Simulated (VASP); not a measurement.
## MnF2: single point with PBEsol+U

Crystal: MnF2.

```
Mn F
1.0
     4.87380    0.00000    0.00000
     0.00000    4.87380    0.00000
     0.00000    0.00000    3.31070
Mn F
2 4
Direct
  0.00000 0.00000 0.00000
  0.50000 0.50000 0.50000
  0.30530 0.30530 0.00000
  0.19470 0.80530 0.50000
  0.69470 0.69470 0.00000
  0.80530 0.19470 0.50000
```

| Quantity | Value |
| --- | --- |
| Program | VASP 6.6.1 |
| Task | single point |
| Functional | PBEsol |
| Potentials or basis | VASP PAW PBE potentials, release 64 (Mn_pv, F) |
| Cutoff | 520 eV |
| k mesh | 5 × 5 × 7 |
| Occupations | fermi-dirac, width 0.15 eV |
| Spin | collinear spin, antiferromagnetic start |
| Starting moments | [5.2, -5.2, 0.0, 0.0, 0.0, 0.0] μB |
| Hubbard terms | Mn d U = 3.0 eV |

| Property | Result |
| --- | --- |
| Pressure | -0.2 GPa |
| Largest force | 0.032 eV/Å |
| Band gap on the k mesh | 3.08 eV (least direct gap 3.12 eV) |
| Net moment | 0.00 μB per cell |
| Site moments | Mn +4.64, -4.64; F -0.02, +0.02 (each value once) μB |
| Valence electrons inside the program's atomic spheres | Mn 11.27; F 6.09 |

Forces in eV/Å, atoms in the order of the input:
```
Mn   0.000  0.000  0.000
Mn   0.000  0.000  0.000
F   -0.023 -0.023  0.000
F    0.023 -0.023  0.000
F    0.023  0.023  0.000
F   -0.023  0.023  0.000
```

Stress tensor (GPa, compression positive):
```
-0.11  0.00  0.00
 0.00 -0.11  0.00
 0.00  0.00 -0.42
```

Levels at points of the mesh, in eV from the valence-band top:
Spin up:
```csv
k point,band 25,band 26,band 27,band 28,band 29,band 30
"(0.00, 0.00, 0.00)",-1.42,-0.45,-0.04,3.08,4.75,5.33
```
Spin down:
```tsv
k point	band 24	band 25	band 26	band 27	band 28	band 29	band 30	band 31
(0.00, 0.00, 0.00)	-1.67	-1.42	-0.45	-0.04	3.08	4.75	5.33	5.36
```

Eigenvalues of the final occupation matrices:
| site | spin | trace | eigenvalues |
| --- | --- | --- | --- |
| site 1 d | 1 | 4.79 | 0.94 0.94 0.94 0.98 0.98 |
| site 1 d | 2 | 0.18 | 0.01 0.02 0.02 0.06 0.07 |
| site 2 d | 1 | 0.18 | 0.01 0.02 0.02 0.06 0.07 |
| site 2 d | 2 | 4.79 | 0.94 0.94 0.94 0.98 0.98 |

Run time: 55 s on 1 thread of Intel(R) Xeon(R) 6975P-C (Granite Rapids), on a shared host, peak memory 0.27 GiB.

Caveat: the PAW data sets were made with another functional, which shifts forces and pressure a little; an odd mesh through Γ misses points on the zone boundary, where band edges can lie. The state reached can hang on the start; a lower one may exist.
